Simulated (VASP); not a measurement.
Write the native input for VASP 6.6.1 that does the following.

* Task: relaxation of cell and atoms
* Functional: PBE
* Potentials or basis: VASP PAW PBE potentials, release 64 (Ta_pv, Tl_d)
* Cutoff: 600 eV
* k mesh: 6 × 6 × 6
* Occupations: gaussian, width 0.1 eV
* Spin: no spin polarisation
* Dipole correction: no
* Further INCAR settings: ALGO = Normal; EDIFF = 1e-07; IBRION = 2; EDIFFG = -0.04; NSW = 90; ISIF = 3

The structure of Ta2Tl lies in POSCAR:

```
Ta2Tl
1.0
    4.8485384092      0.0000000000      0.0000000000
   -2.4242692046      4.1989574336      0.0000000000
    0.0000000000      0.0000000000      2.9559195141
Ta Tl
2 1
Direct
    0.3333333333      0.6666666667      0.5000000000
    0.6666666667      0.3333333333      0.5000000000
    0.0000000000      0.0000000000      0.0000000000
```

One way to write it, as run:

INCAR

```
  PREC = Accurate
  ENCUT = 600
  EDIFF = 1E-7
  ISMEAR = 0
  SIGMA = 0.1
  LREAL = False
  LASPH = True
  NELM = 100
  ALGO = Normal
  ISIF = 3
  LWAVE = False
  LCHARG = False
  GGA = PE
  IBRION = 2
  NSW = 90
  EDIFFG = -0.04
```

KPOINTS

```
regular mesh
0
Gamma
  6 6 6
```

Potentials or basis: VASP PAW PBE potentials, release 64 (Ta_pv, Tl_d).

Run with:

```bash
$ cat potpaw_PBE.64/Ta_pv/POTCAR potpaw_PBE.64/Tl_d/POTCAR > POTCAR
$ mpirun -np 1 vasp_std > vasp.out
```

It gave:

The relaxed volume is 20.05 Å³/atom and the relaxed cell is a = 4.889 Å, b = 4.889 Å, c = 2.906 Å, α = 90.00°, β = 90.00°, γ = 120.00°. The space group after relaxing (to 0.05 Å) is P6/mmm (No. 191) and the energy gained by relaxing is 7.5 meV/atom. The ionic steps are 3 and the pressure after relaxing is 0.0 GPa.

It took 45 s on 1 thread of Intel(R) Xeon(R) 6975P-C (Granite Rapids), on a shared host, peak memory 0.22 GiB.
